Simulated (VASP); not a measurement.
# Ni (P6_3/mmc) in VASP: single point with PBEsol

Aim: the single point of Ni with PBEsol.

Everything below comes from runs of VASP 6.6.1. Logs are shortened: lines on timing, memory, paths and dates and some standing lists are left out, and cuts for length are marked.

## (1) The cell of the first run

The structure is hexagonal, space group P6_3/mmc (No. 194). The conventional cell has a = 2.446 Å, b = 2.446 Å, c = 8.023 Å, α = 90.00°, β = 90.00°, γ = 120.00°. Within 3.2 Å of Ni (site symmetry -3m) lie 12 Ni at 2.45 Å. Within 3.2 Å of Ni (site symmetry -6m2) lie 12 Ni at 2.45 Å.

This isn't the form of Ni at room conditions, which is fcc.

## (2) Single point, PBEsol, collinear spin, ferromagnetic start

INCAR reads:

```
PREC = Accurate
ENCUT = 520
EDIFF = 1E-6
ISMEAR = 0
SIGMA = 0.1
LREAL = False
LASPH = True
NELM = 150
ALGO = Normal
ISIF = 2
LWAVE = False
LCHARG = False
ISPIN = 2
MAGMOM = 0.76 0.77 0.76 0.77
LORBIT = 11
LMAXMIX = 4
GGA = PS
NBANDS = 32
```

KPOINTS reads:

```
Automatic mesh
0
Gamma
  18 18 6
```

POSCAR reads:

```
Ni
1.0
    2.4458701797      0.0000000000      0.0000000000
   -1.2229350899      2.1181857099      0.0000000000
    0.0000000000      0.0000000000      8.0232178978
Ni
4
Direct
    0.0000000000      0.0000000000      0.0000000000
    0.3333333333      0.6666666667      0.2500000000
    0.0000000000      0.0000000000      0.5000000000
    0.6666666667      0.3333333333      0.7500000000
```

Potentials or basis: VASP PAW PBE potentials, release 64 (Ni).

Started as:

```bash
cat potpaw_PBE.64/Ni/POTCAR > POTCAR
mpirun -np 1 vasp_std > vasp.out
```

OUTCAR:

```text
PREC = Accurate
   ENCUT = 520
   EDIFF = 1E-6
   ISMEAR = 0
   LREAL = False
   LASPH = True
   NELM = 150
   ISIF = 2
   ISPIN = 2
   LORBIT = 11
   GGA = PS

 ion  position               nearest neighbor table
   1  0.000  0.000  0.000-   2 2.45   4 2.45   2 2.45   4 2.45   4 2.45   2 2.45
   2  0.333  0.667  0.250-   1 2.45   3 2.45   1 2.45   3 2.45   1 2.45   3 2.45
   3  0.000  0.000  0.500-   2 2.45   4 2.45   2 2.45   4 2.45   4 2.45   2 2.45
   4  0.667  0.333  0.750-   1 2.45   3 2.45   1 2.45   3 2.45   1 2.45   3 2.45

  LATTYP: Found a hexagonal cell.
 ALAT       =     2.4458701797
 C/A-ratio  =     3.2803122440

  Lattice vectors:

 A1 = (   2.4458701797,   0.0000000000,   0.0000000000)
 A2 = (  -1.2229350899,   2.1181857099,   0.0000000000)
 A3 = (   0.0000000000,   0.0000000000,   8.0232178978)

Analysis of symmetry for initial positions (statically):
=====================================================================
 Subroutine PRICEL returns:
 Original cell was already a primitive cell.

 Routine SETGRP: Setting up the symmetry group for a
 hexagonal supercell.

 Subroutine GETGRP returns: Found 24 space group operations
 (whereof 12 operations were pure point group operations)
 out of a pool of 24 trial point group operations.

The static configuration has the point symmetry D_3d.
 The point group associated with its full space group is D_6h.

Analysis of symmetry for dynamics (positions and initial velocities):
=====================================================================
 Subroutine PRICEL returns:
 Original cell was already a primitive cell.

 Routine SETGRP: Setting up the symmetry group for a
 hexagonal supercell.

 Subroutine GETGRP returns: Found 24 space group operations
 (whereof 12 operations were pure point group operations)
 out of a pool of 24 trial point group operations.

The dynamic configuration has the point symmetry D_3d.
 The point group associated with its full space group is D_6h.

Analysis of structural, dynamic, and magnetic symmetry:
=====================================================================
 Subroutine PRICEL returns:
 Original cell was already a primitive cell.

 Routine SETGRP: Setting up the symmetry group for a
 hexagonal supercell.

 Subroutine GETGRP returns: Found 24 space group operations
 (whereof 12 operations were pure point group operations)
 out of a pool of 24 trial point group operations.

The overall configuration has the point symmetry D_3d.
 The point group associated with its full space group is D_6h.

 Subroutine INISYM returns: Found 24 space group operations
 (whereof 12 operations are pure point group operations),
 and found     1 'primitive' translations

----------------------------------------------------------------------------------------

                                     Primitive cell

  volume of cell :      41.5667

  direct lattice vectors                    reciprocal lattice vectors
     2.445870180  0.000000000  0.000000000     0.408852444  0.236051068  0.000000000
    -1.222935090  2.118185710  0.000000000     0.000000000  0.472102137  0.000000000
     0.000000000  0.000000000  8.023217898     0.000000000  0.000000000  0.124638270

  length of vectors
     2.445870180  2.445870180  8.023217898     0.472102137  0.472102137  0.124638270

  position of ions in fractional coordinates (direct lattice)
     0.000000000  0.000000000  0.000000000
     0.333333333  0.666666667  0.250000000
     0.000000000  0.000000000  0.500000000
     0.666666667  0.333333333  0.750000000

  ion indices of the primitive-cell ions
   primitive index   ion index
                 1           1
                 2           2
                 3           3
                 4           4

----------------------------------------------------------------------------------------

 KPOINTS: Automatic mesh

Automatic generation of k-mesh.
 Grid dimensions read from file:
 generate k-points for:   18   18    6

 Generating k-lattice:

  Cartesian coordinates                     Fractional coordinates (reciprocal lattice)
     0.022714025  0.013113948  0.000000000     0.055555556  0.000000000  0.000000000
     0.000000000  0.026227896  0.000000000     0.000000000  0.055555556  0.000000000
     0.000000000  0.000000000  0.020773045     0.000000000  0.000000000  0.166666667

  Length of vectors
     0.026227896  0.026227896  0.020773045

  Shift w.r.t. Gamma in fractional coordinates (k-lattice)
     0.000000000  0.000000000  0.000000000

 Subroutine IBZKPT returns following result:
 ===========================================

 Found    148 irreducible k-points:

 Following reciprocal coordinates:
            Coordinates               Weight
  0.000000  0.000000  0.000000      1.000000
  0.055556 -0.000000  0.000000      6.000000
  0.111111 -0.000000  0.000000      6.000000
  0.166667  0.000000  0.000000      6.000000
  0.222222  0.000000  0.000000      6.000000
  0.277778  0.000000  0.000000      6.000000
[... 16 lines left out ...]
  0.333333  0.111111  0.000000     12.000000
  0.388889  0.111111  0.000000     12.000000
 [... further k-points ...]
   k-points           NKPTS =    148   k-points in BZ     NKDIM =    148   number of bands    NBANDS=     32
   number of dos      NEDOS =    301   number of ions     NIONS =      4
   total plane-waves  NPLWV =  19440
   dimension x,y,z NGX =    18 NGY =   18 NGZ =   60
   dimension x,y,z NGXF=    36 NGYF=   36 NGZF=  120
   ions per type =               4
   NGX,Y,Z   is equivalent  to a cutoff of  12.23, 12.23, 12.43 a.u.
   NGXF,Y,Z  is equivalent  to a cutoff of  24.47, 24.47, 24.86 a.u.
 SYSTEM =  unknown system
   PREC   = accura    normal or accurate (medium, high low for compatibility)
   ISTART =      0    job   : 0-new  1-cont  2-samecut
   ICHARG =      2    charge: 1-file 2-atom 10-const
   ISPIN  =      2    spin polarized calculation?
   LNONCOLLINEAR =      F non collinear calculations
   LSORBIT =      F    spin-orbit coupling
   LASPH  =      T    aspherical Exc in radial PAW
   ENCUT  =  520.0 eV  38.22 Ry    6.18 a.u.   4.55  4.55 14.92*2*pi/ulx,y,z
   NELM   =    150;   NELMIN=  2; NELMDL= -5     # of ELM steps
   EDIFF  = 0.1E-05   stopping-criterion for ELM
   LREAL  =      F    real-space projection
   EDIFFG = 0.1E-04   stopping-criterion for IOM
   NSW    =      0    number of steps for IOM
   IBRION =     -1    ionic relax: 0-MD 1-quasi-New 2-CG
   NFREE  =      0    steps in history (QN), initial steepest desc. (CG)
   ISIF   =      2    stress and relaxation
   ISYM   =      2    0-nonsym 1-usesym 2-fastsym
   POTIM  = 0.5000    time-step for ionic-motion
   TEBEG  =    0.0;   TEEND  =   0.0 temperature during run
   PSTRESS=    0.0 pullay stress
   NELECT =      40.0000    total number of electrons
   NUPDOWN=      -1.0000    fix difference up-down
   EMIN   =  10.00;   EMAX   =-10.00  energy-range for DOS
   EFERMI =   0.00;   METHOD = LEGACY
   ISMEAR =     0;   SIGMA  =   0.10  broadening in eV -4-tet -1-fermi 0-gaus
   EFERMI_NEDOS =   21; number of points for ismear=-14 and -15
   IALGO  =     38    algorithm
   IMIX   =      4    mixing-type and parameters
     AMIX     =   0.40;   BMIX     =  1.00
     AMIX_MAG =   1.60;   BMIX_MAG =  1.00
  volume/ion in A,a.u.               =      10.39        70.13
  Fermi-wavevector in a.u.,A,eV,Ry     =   1.616266  3.054300 35.542711  2.612316
  Thomas-Fermi vector in A             =   2.710880
   LORBIT       =     11    0 simple, 1 ext, 2 COOP (PROOUT), +10 PAW based schemes
   GGA     = PS    functional components
   LHFCALC =     F    Hartree Fock is set to
   AEXX    =    0.0000 exact exchange contribution
   IVDW    =     0    specifies the selected vdW correction
   LEPSILON=     F    determine dielectric tensor
   LRPA    =     F    only Hartree local field effects (RPA)
 spin polarized calculation
 Gauss-broadening in eV      SIGMA  =   0.10
  energy-cutoff  :      520.00
  volume of cell :       41.57
 maximum number of plane-waves:      1151
   NGX =  9   NGY =  9   NGZ = 29

 number of electron      39.9999967 magnetization       2.4431570

 Free energy of the ion-electron system (eV)
  ---------------------------------------------------
  ext. energy  EPLUGINS =         0.00000000
  ---------------------------------------------------
  free energy    TOTEN  =       -24.51250883 eV

  energy without entropy =      -24.47588419  energy(sigma->0) =      -24.49419651

 E-fermi :   9.8610     XC(G=0): -13.7092

 val. band max:        9.8607940888   @ k =   0.3889   0.2222   0.1667
 cond. band min:       9.8633555089   @ k =   0.1667   0.0000   0.3333
 fundamental gap:      0.0025614201
 Fermi energy:         9.8609897443

 spin component 1

 k-point     1 :       0.0000    0.0000    0.0000
  band No.  band energies     occupation
      1       0.4666      1.00000
      2       2.7512      1.00000
      3       2.7564      1.00000
      4       4.7451      1.00000
      5       6.9371      1.00000
      6       7.0009      1.00000
[... 829 lines left out ...]
     31      24.2004      0.00000
     32      25.4280      0.00000

 [... further k-points ...]

 spin component 2

 k-point     1 :       0.0000    0.0000    0.0000
  band No.  band energies     occupation
      1       0.4585      1.00000
      2       2.7729      1.00000
      3       2.7734      1.00000
      4       5.1459      1.00000
      5       7.5581      1.00000
      6       7.5713      1.00000
[... 829 lines left out ...]
     31      24.3316      0.00000
     32      25.5380      0.00000

 [... further k-points ...]

------------------------ aborting loop because EDIFF is reached ----------------------------------------

  FORCE on cell =-STRESS in cart. coord.  units (eV):
  Direction    XX          YY          ZZ          XY          YZ          ZX
  --------------------------------------------------------------------------------------
  -------------------------------------------------------------------------------------
  Total       -0.0115115     -0.0115115     -0.0167275      0.0000000     -0.0000000      0.0000000
  in kB       -0.4437088     -0.4437088     -0.6447572      0.0000000     -0.0000000      0.0000000
  external PRESSURE =      -0.5107249 kB  Pullay stress =       0.0000000 kB

 VOLUME and BASIS-vectors are now :
 -----------------------------------------------------------------------------
  energy-cutoff  :      520.00
  volume of cell :       41.57
      direct lattice vectors                 reciprocal lattice vectors
     2.445870180  0.000000000  0.000000000     0.408852444  0.236051068  0.000000000
    -1.222935090  2.118185710  0.000000000     0.000000000  0.472102137  0.000000000
     0.000000000  0.000000000  8.023217898     0.000000000  0.000000000  0.124638270

 POSITION                                       TOTAL-FORCE (eV/Angst)
 -----------------------------------------------------------------------------------
      0.00000      0.00000      0.00000         0.000000      0.000000      0.000000
     -0.00000      1.41212      2.00580        -0.000000      0.000000     -0.000000
      0.00000      0.00000      4.01161         0.000000      0.000000      0.000000
      1.22294      0.70606      6.01741         0.000000     -0.000000     -0.000000
 -----------------------------------------------------------------------------------
    total drift:                                0.000000     -0.000000      0.000000

  FREE ENERGIE OF THE ION-ELECTRON SYSTEM (eV)
  ---------------------------------------------------
  free  energy   TOTEN  =       -24.5125088278 eV

  energy  without entropy=      -24.4758841936  energy(sigma->0) =      -24.49419651

 total charge

# of ion       s       p       d       tot
------------------------------------------
    1        0.520   0.543   8.337   9.400
    2        0.520   0.546   8.334   9.399
    3        0.520   0.543   8.337   9.400
    4        0.520   0.546   8.334   9.399
--------------------------------------------------
tot          2.079   2.179  33.340  37.599

 magnetization (x)

# of ion       s       p       d       tot
------------------------------------------
    1       -0.006  -0.024   0.638   0.609
    2       -0.006  -0.024   0.653   0.624
    3       -0.006  -0.024   0.638   0.609
    4       -0.006  -0.024   0.653   0.624
--------------------------------------------------
tot         -0.023  -0.096   2.584   2.465
```

Run time: 3.9 min. Hardware: 1 thread of AMD EPYC 9R45 (Zen 5), shared host; peak memory 0.33 GiB.

What came out:

- Free energy: -24.5125 eV
- Pressure: -0.1 GPa
- Net moment: 2.44 μB per cell
- Site moments: Ni +0.61, +0.62 (each value once) μB
- Valence electrons inside the program's atomic spheres: Ni 9.40

Levels at points of the mesh, in eV from the Fermi level:
Spin up:
```
           k point  band 19  band 20  band 21  band 22  band 23  band 24  band 25  band 26
(0.00, 0.00, 0.00)    -1.23    -0.98    -0.98    -0.63    -0.63    -0.48     5.91    14.73
(0.50, 0.00, 0.00)    -0.47    -0.45     0.12     1.25     2.37     2.95     6.80     6.80
(0.00, 0.00, 0.50)    -1.36    -1.36    -0.78    -0.78    -0.78    -0.78     9.00     9.00
(0.50, 0.00, 0.50)    -0.47    -0.47     1.17     1.17     2.66     2.66     7.16     7.16
```
Spin down:
```csv
k point,band 15,band 16,band 17,band 18,band 19,band 20,band 21,band 22
"(0.00, 0.00, 0.00)",-1.57,-0.91,-0.91,-0.57,-0.57,-0.51,-0.31,-0.31
"(0.50, 0.00, 0.00)",0.16,0.18,0.22,0.23,0.30,0.31,0.33,1.28
"(0.00, 0.00, 0.50)",-1.70,-1.70,-0.74,-0.74,-0.74,-0.74,-0.08,-0.08
"(0.50, 0.00, 0.50)",-0.20,-0.20,0.18,0.18,0.29,0.29,1.56,1.56
```

Caveat: the PAW data sets were made with another functional, which shifts forces and pressure a little.
